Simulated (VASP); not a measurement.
Crystal: Pt2F.

```
CELL_PARAMETERS angstrom
4.43991 0.00000 0.00000
-2.21996 3.84508 0.00000
0.00000 0.00000 2.59269
ATOMIC_POSITIONS crystal
Pt 0.33333 0.66667 0.50000
Pt 0.66667 0.33333 0.50000
F 0.00000 0.00000 0.00000
```

The cell was generated, and may not be a known phase.

```yaml
Program: VASP 6.6.1
Task: relaxation of cell and atoms
Functional: PBE
Potentials_or_basis: VASP PAW PBE potentials, release 64 (Pt, F)
Cutoff: 600 eV
k_mesh: 6 × 6 × 6
Occupations: gaussian, width 0.1 eV
Spin: no spin polarisation
```

At the start: pressure 1.8 GPa; volume 14.75 Å³/atom.

Where does the relaxation end?

Over 5 steps the energy falls by 7.8 meV/atom and the volume is 14.91 Å³/atom (+1.0 %); space group P6/mmm (No. 191, to 0.1 Å) before and after.

The path:
```tsv
step	energy change (eV)	largest force (eV/Å)	pressure (GPa)	volume (Å³)
1	0.0000	0.0000	1.84	44.26
2	-0.0155	0.0000	-2.01	45.33
3	-0.0226	0.0000	-0.77	44.93
4	-0.0228	0.0000	0.74	44.53
5	-0.0233	0.0000	0.00	44.72
```

Final structure:
```cif
data_structure
_symmetry_space_group_name_H-M 'P 1'
_symmetry_Int_Tables_number 1
_cell_length_a 4.4159
_cell_length_b 4.4159
_cell_length_c 2.6480
_cell_angle_alpha 90.000
_cell_angle_beta 90.000
_cell_angle_gamma 120.000
_cell_volume 44.72
loop_
_atom_site_label
_atom_site_type_symbol
_atom_site_fract_x
_atom_site_fract_y
_atom_site_fract_z
_atom_site_occupancy
Pt1 Pt 0.33333 0.66667 0.50000 1
Pt2 Pt 0.66667 0.33333 0.50000 1
F1 F 0.00000 0.00000 0.00000 1
```

Caveat: the k points lie up to 0.40 Å⁻¹ apart in the final cell, too coarse for converged energies and pressures of a metal.
